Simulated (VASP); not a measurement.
# Pd4Pt (F-43m) in VASP: relaxation of cell and atoms with PBE

Aim: the relaxation of cell and atoms of Pd4Pt with PBE.

Program: VASP 6.6.1. These are calculated values, not measurements. Logs are shortened: lines on timing, memory, paths and dates and some standing lists are left out, and cuts for length are marked.

## (1) The cell of the first run

The structure is cubic, space group F-43m (No. 216). Conventional cell: a = 6.712 Å, b = 6.712 Å, c = 6.712 Å, α = 90.00°, β = 90.00°, γ = 90.00°. Within 2.8 Å of Pd (site symmetry 3m) lie 6 Pd at 2.14 to 2.61 Å and 3 Pt at 2.76 Å. Within 3.6 Å of Pt (site symmetry -43m) lie 12 Pd at 2.76 Å.

The cell was generated, and may not be a known phase.

## (2) Relaxation of cell and atoms, PBE

INCAR reads:

```
PREC = Accurate ; ENCUT = 600
EDIFF = 1E-6 ; ISMEAR = 0
SIGMA = 0.2 ; LREAL = False
LASPH = True ; NELM = 80
ALGO = Fast ; ISIF = 3
LWAVE = False ; LCHARG = False
GGA = PE ; IBRION = 2
NSW = 36 ; EDIFFG = -0.08
```

KPOINTS reads:

```
regular mesh
0
Gamma
  4 4 4
```

POSCAR reads:

```
Pd4Pt
1.0
    0.0000000000      3.3559366900      3.3559366900
    3.3559366900      0.0000000000      3.3559366900
    3.3559366900      3.3559366900      0.0000000000
Pd Pt
4 1
Direct
    0.3875275000      0.3875275000      0.3875275000
    0.3875275000      0.3875275000      0.8374174900
    0.3875275000      0.8374174900      0.3875275000
    0.8374174900      0.3875275000      0.3875275000
    0.7500000000      0.7500000000      0.7500000000
```

Potentials or basis: VASP PAW PBE potentials, release 64 (Pd, Pt).

On the command line:

```
cat potpaw_PBE.64/Pd/POTCAR potpaw_PBE.64/Pt/POTCAR > POTCAR
mpirun -np 1 vasp_std > vasp.out
```

OUTCAR:

```text
PREC = Accurate
   ENCUT = 600
   EDIFF = 1E-6
   ISMEAR = 0
   LREAL = False
   LASPH = True
   NELM = 80
   ISIF = 3
   GGA = PE
   IBRION = 2
   NSW = 36
   EDIFFG = -0.08

 ion  position               nearest neighbor table
   1  0.388  0.388  0.388-   2 2.14   3 2.14   4 2.14   2 2.61   3 2.61   4 2.61   5 2.76   5 2.76
                             5 2.76
   2  0.388  0.388  0.837-   1 2.14   3 2.14   4 2.14   1 2.61   3 2.61   4 2.61   5 2.76   5 2.76
                             5 2.76
   3  0.388  0.837  0.388-   1 2.14   2 2.14   4 2.14   2 2.61   1 2.61   4 2.61   5 2.76   5 2.76
                             5 2.76
   4  0.837  0.388  0.388-   1 2.14   2 2.14   3 2.14   1 2.61   2 2.61   3 2.61   5 2.76   5 2.76
                             5 2.76
   5  0.750  0.750  0.750-   2 2.76   3 2.76   2 2.76   4 2.76   3 2.76   4 2.76   1 2.76   1 2.76
                             1 2.76   2 2.76   3 2.76   4 2.76

  LATTYP: Found a face centered cubic cell.
 ALAT       =     6.7118733800

  Lattice vectors:

 A1 = (   0.0000000000,   3.3559366900,   3.3559366900)
 A2 = (   3.3559366900,   0.0000000000,   3.3559366900)
 A3 = (   3.3559366900,   3.3559366900,   0.0000000000)

Analysis of symmetry for initial positions (statically):
=====================================================================
 Subroutine PRICEL returns:
 Original cell was already a primitive cell.

 Routine SETGRP: Setting up the symmetry group for a
 face centered cubic supercell.

 Subroutine GETGRP returns: Found 24 space group operations
 (whereof 24 operations were pure point group operations)
 out of a pool of 48 trial point group operations.

The static configuration has the point symmetry T_d .

Analysis of symmetry for dynamics (positions and initial velocities):
=====================================================================
 Subroutine PRICEL returns:
 Original cell was already a primitive cell.

 Routine SETGRP: Setting up the symmetry group for a
 face centered cubic supercell.

 Subroutine GETGRP returns: Found 24 space group operations
 (whereof 24 operations were pure point group operations)
 out of a pool of 48 trial point group operations.

The dynamic configuration has the point symmetry T_d .

 Subroutine INISYM returns: Found 24 space group operations
 (whereof 24 operations are pure point group operations),
 and found     1 'primitive' translations

----------------------------------------------------------------------------------------

                                     Primitive cell

  volume of cell :      75.5912

  direct lattice vectors                    reciprocal lattice vectors
     0.000000000  3.355936690  3.355936690    -0.148989700  0.148989700  0.148989700
     3.355936690  0.000000000  3.355936690     0.148989700 -0.148989700  0.148989700
     3.355936690  3.355936690  0.000000000     0.148989700  0.148989700 -0.148989700

  length of vectors
     4.746011181  4.746011181  4.746011181     0.258057730  0.258057730  0.258057730

  position of ions in fractional coordinates (direct lattice)
     0.387527500  0.387527500  0.387527500
     0.387527500  0.387527500  0.837417490
     0.387527500  0.837417490  0.387527500
     0.837417490  0.387527500  0.387527500
     0.750000000  0.750000000  0.750000000

  ion indices of the primitive-cell ions
   primitive index   ion index
                 1           1
                 2           2
                 3           3
                 4           4
                 5           5

----------------------------------------------------------------------------------------

 KPOINTS: regular mesh

Automatic generation of k-mesh.
 Grid dimensions read from file:
 generate k-points for:    4    4    4

 Generating k-lattice:

  Cartesian coordinates                     Fractional coordinates (reciprocal lattice)
    -0.037247425  0.037247425  0.037247425     0.250000000  0.000000000  0.000000000
     0.037247425 -0.037247425  0.037247425     0.000000000  0.250000000  0.000000000
     0.037247425  0.037247425 -0.037247425     0.000000000  0.000000000  0.250000000

  Length of vectors
     0.064514432  0.064514432  0.064514432

  Shift w.r.t. Gamma in fractional coordinates (k-lattice)
     0.000000000  0.000000000  0.000000000

 Subroutine IBZKPT returns following result:
 ===========================================

 Found      8 irreducible k-points:

 Following reciprocal coordinates:
            Coordinates               Weight
  0.000000  0.000000  0.000000      1.000000
  0.250000  0.000000  0.000000      8.000000
  0.500000  0.000000  0.000000      4.000000
  0.250000  0.250000  0.000000      6.000000
  0.500000  0.250000  0.000000     24.000000
 -0.250000  0.250000  0.000000     12.000000
  0.500000  0.500000  0.000000      3.000000
 -0.250000  0.500000  0.250000      6.000000
   k-points           NKPTS =      8   k-points in BZ     NKDIM =      8   number of bands    NBANDS=     30
   number of dos      NEDOS =    301   number of ions     NIONS =      5
   total plane-waves  NPLWV =  64000
   dimension x,y,z NGX =    40 NGY =   40 NGZ =   40
   dimension x,y,z NGXF=    80 NGYF=   80 NGZF=   80
   ions per type =               4   1
   NGX,Y,Z   is equivalent  to a cutoff of  14.01, 14.01, 14.01 a.u.
   NGXF,Y,Z  is equivalent  to a cutoff of  28.02, 28.02, 28.02 a.u.
 SYSTEM =  unknown system
   PREC   = accura    normal or accurate (medium, high low for compatibility)
   ISTART =      0    job   : 0-new  1-cont  2-samecut
   ICHARG =      2    charge: 1-file 2-atom 10-const
   ISPIN  =      1    spin polarized calculation?
   LNONCOLLINEAR =      F non collinear calculations
   LSORBIT =      F    spin-orbit coupling
   LASPH  =      T    aspherical Exc in radial PAW
   ENCUT  =  600.0 eV  44.10 Ry    6.64 a.u.   9.48  9.48  9.48*2*pi/ulx,y,z
   NELM   =     80;   NELMIN=  2; NELMDL= -5     # of ELM steps
   EDIFF  = 0.1E-05   stopping-criterion for ELM
   LREAL  =      F    real-space projection
   EDIFFG = -.8E-01   stopping-criterion for IOM
   NSW    =     36    number of steps for IOM
   IBRION =      2    ionic relax: 0-MD 1-quasi-New 2-CG
   NFREE  =      1    steps in history (QN), initial steepest desc. (CG)
   ISIF   =      3    stress and relaxation
   ISYM   =      2    0-nonsym 1-usesym 2-fastsym
   POTIM  = 0.5000    time-step for ionic-motion
   TEBEG  =    0.0;   TEEND  =   0.0 temperature during run
   PSTRESS=    0.0 pullay stress
   NELECT =      50.0000    total number of electrons
   NUPDOWN=      -1.0000    fix difference up-down
   EMIN   =  10.00;   EMAX   =-10.00  energy-range for DOS
   EFERMI =   0.00;   METHOD = LEGACY
   ISMEAR =     0;   SIGMA  =   0.20  broadening in eV -4-tet -1-fermi 0-gaus
   EFERMI_NEDOS =   21; number of points for ismear=-14 and -15
   IALGO  =     68    algorithm
   IMIX   =      4    mixing-type and parameters
     AMIX     =   0.40;   BMIX     =  1.00
     AMIX_MAG =   1.60;   BMIX_MAG =  1.00
  volume/ion in A,a.u.               =      15.12       102.02
  Fermi-wavevector in a.u.,A,eV,Ry     =   1.426399  2.695504 27.682612  2.034615
  Thomas-Fermi vector in A             =   2.546680
   LORBIT       =      0    0 simple, 1 ext, 2 COOP (PROOUT), +10 PAW based schemes
   GGA     = PE    functional components
   LHFCALC =     F    Hartree Fock is set to
   AEXX    =    0.0000 exact exchange contribution
   IVDW    =     0    specifies the selected vdW correction
   LEPSILON=     F    determine dielectric tensor
   LRPA    =     F    only Hartree local field effects (RPA)
 conjugate gradient relaxation of ions
 non-spin polarized calculation
 RMM-DIIS sequential band-by-band and
 Gauss-broadening in eV      SIGMA  =   0.20
  energy-cutoff  :      600.00
  volume of cell :       75.59
 maximum number of plane-waves:      2565
 NGX is ok and might be reduce to    40
   NGX = 19   NGY = 19   NGZ = 19

--------------------------------------- Ionic step        1  -------------------------------------------

 number of electron      50.0000002 magnetization

 Free energy of the ion-electron system (eV)
  ---------------------------------------------------
  ext. energy  EPLUGINS =         0.00000000
  ---------------------------------------------------
  free energy    TOTEN  =       -16.30234165 eV

  energy without entropy =      -16.23882117  energy(sigma->0) =      -16.27058141

 E-fermi :  10.3347     XC(G=0): -12.7221

 val. band max:       10.3198462969   @ k =   0.2500   0.0000   0.0000
 cond. band min:      10.5573564574   @ k =   0.5000   0.2500   0.0000
 fundamental gap:      0.2375101605
 Fermi energy:        10.3347280957

 k-point     1 :       0.0000    0.0000    0.0000
  band No.  band energies     occupation
      1       0.2661      2.00000
      2       2.3891      2.00000
      3       2.5797      2.00000
      4       2.5797      2.00000
      5       2.5797      2.00000
      6       3.8082      2.00000
[... 289 lines left out ...]
  energy  without entropy=      -16.2388211686  energy(sigma->0) =      -16.27058141

--------------------------------------- Ionic step        2  -------------------------------------------

 number of electron      49.9999994 magnetization

------------------------ aborting loop EDIFF was not reached (unconverged)  ----------------------------

  FORCE on cell =-STRESS in cart. coord.  units (eV):
  Direction    XX          YY          ZZ          XY          YZ          ZX
  --------------------------------------------------------------------------------------
  -------------------------------------------------------------------------------------
  Total       97.8590896     97.8590896     97.8590896      0.0000000      0.0000000      0.0000000
  in kB      784.1856060    784.1856060    784.1856060      0.0000000      0.0000000      0.0000000
  external PRESSURE =     784.1856060 kB  Pullay stress =       0.0000000 kB

 VOLUME and BASIS-vectors are now :
 -----------------------------------------------------------------------------
  energy-cutoff  :      600.00
  volume of cell :      199.94
      direct lattice vectors                 reciprocal lattice vectors
     0.000000000  4.641100403  4.641100403    -0.107733071  0.107733071  0.107733071
     4.641100403 -0.000000000  4.641100403     0.107733071 -0.107733071  0.107733071
     4.641100403  4.641100403 -0.000000000     0.107733071  0.107733071 -0.107733071
[... 15 lines left out ...]
  energy  without entropy=       49.5667425572  energy(sigma->0) =       49.53427760

--------------------------------------- Ionic step        3  -------------------------------------------

 number of electron      49.9999988 magnetization

------------------------ aborting loop EDIFF was not reached (unconverged)  ----------------------------

  FORCE on cell =-STRESS in cart. coord.  units (eV):
  Direction    XX          YY          ZZ          XY          YZ          ZX
  --------------------------------------------------------------------------------------
  -------------------------------------------------------------------------------------
  Total       51.2845194     51.2845194     51.2845194      0.0000000      0.0000000      0.0000000
  in kB      854.8345792    854.8345792    854.8345792      0.0000000      0.0000000      0.0000000
  external PRESSURE =     854.8345792 kB  Pullay stress =       0.0000000 kB

 VOLUME and BASIS-vectors are now :
 -----------------------------------------------------------------------------
  energy-cutoff  :      600.00
  volume of cell :       96.12
      direct lattice vectors                 reciprocal lattice vectors
     0.000000000  3.635757693  3.635757693    -0.137522916  0.137522916  0.137522916
     3.635757693 -0.000000000  3.635757693     0.137522916 -0.137522916  0.137522916
     3.635757693  3.635757693 -0.000000000     0.137522916  0.137522916 -0.137522916
[... 285 lines left out ...]
     29       2.9212      0.00000
     30       6.0227      0.00000

[... ionic steps 4 to 11 ...]

--------------------------------------- Ionic step       12  -------------------------------------------

 number of electron      50.0000002 magnetization

------------------------ aborting loop because EDIFF is reached ----------------------------------------

  FORCE on cell =-STRESS in cart. coord.  units (eV):
  Direction    XX          YY          ZZ          XY          YZ          ZX
  --------------------------------------------------------------------------------------
  -------------------------------------------------------------------------------------
  Total        1.4036193      1.4036193      1.4036193     -0.0000000     -0.0000000     -0.0000000
  in kB       23.6792298     23.6792298     23.6792298     -0.0000000     -0.0000000     -0.0000000
  external PRESSURE =      23.6792298 kB  Pullay stress =       0.0000000 kB
[... 63 lines left out ...]
  energy  without entropy=      -23.9222344323  energy(sigma->0) =      -23.98794313

--------------------------------------- Ionic step       14  -------------------------------------------

 number of electron      50.0000006 magnetization

 Free energy of the ion-electron system (eV)
  ---------------------------------------------------
  ext. energy  EPLUGINS =         0.00000000
  ---------------------------------------------------
  free energy    TOTEN  =       -24.05669891 eV

  energy without entropy =      -23.92672128  energy(sigma->0) =      -23.99171010

 E-fermi :   6.2957     XC(G=0): -11.3274

 val. band max:        6.2155127365   @ k =   0.2500   0.2500   0.0000
 cond. band min:       6.3420554869   @ k =   0.2500   0.0000   0.0000
 fundamental gap:      0.1265427504
 Fermi energy:         6.2956556112

 k-point     1 :       0.0000    0.0000    0.0000
  band No.  band energies     occupation
      1      -0.5804      2.00000
      2       0.8751      2.00000
      3       1.4477      2.00000
      4       1.4477      2.00000
      5       1.4477      2.00000
      6       2.3209      2.00000
[... 285 lines left out ...]
  FREE ENERGIE OF THE ION-ELECTRON SYSTEM (eV)
  ---------------------------------------------------
  free  energy   TOTEN  =       -24.0566989147 eV

  energy  without entropy=      -23.9267212777  energy(sigma->0) =      -23.99171010

 reached required accuracy - stopping structural energy minimisation
```

It took 20 min on 1 thread of Intel Xeon 8259CL, shared host; peak memory 0.27 GiB.

What came out:

- Free energy: -24.0567 eV
- Relaxed volume: 19.37 Å³/atom
- Relaxed cell: a = 5.155 Å, b = 5.155 Å, c = 5.155 Å, α = 60.00°, β = 60.00°, γ = 60.00°
- Space group after relaxing (to 0.1 Å): F-43m (No. 216)
- Pressure after relaxing: -0.1 GPa
- Largest force after relaxing: 0.035 eV/Å
- Band gap on the k mesh: zero (bands 25 and 26 overlap by 1.04 eV)

Forces on the atoms (eV/Å):
```
Pd   0.020  0.020  0.020
Pd  -0.020 -0.020  0.020
Pd  -0.020  0.020 -0.020
Pd   0.020 -0.020 -0.020
Pt   0.000  0.000  0.000
```

Final structure:
```xyz
5
Lattice="0.0000 3.6450 3.6450 3.6450 0.0000 3.6450 3.6450 3.6450 0.0000" Properties=species:S:1:pos:R:3 pbc="T T T"
Pd    2.7345    2.7345    2.7345
Pd    4.5554    4.5554    2.7345
Pd    4.5554    2.7345    4.5554
Pd    2.7345    4.5554    4.5554
Pt    5.4674    5.4674    5.4674
```

Caveat: the k points lie up to 0.37 Å⁻¹ apart in the final cell, too coarse for converged energies and pressures of a metal; the volume moved by over 15 % at a fixed basis, so the end points are rough; spin-orbit coupling is left out, which moves the levels of the heavy elements; the relaxation stopped at a loose force limit of 0.08 eV/Å, so its end isn't a converged minimum.

The gap in the log of VASP goes by the Fermi energy; the results here count the filled bands.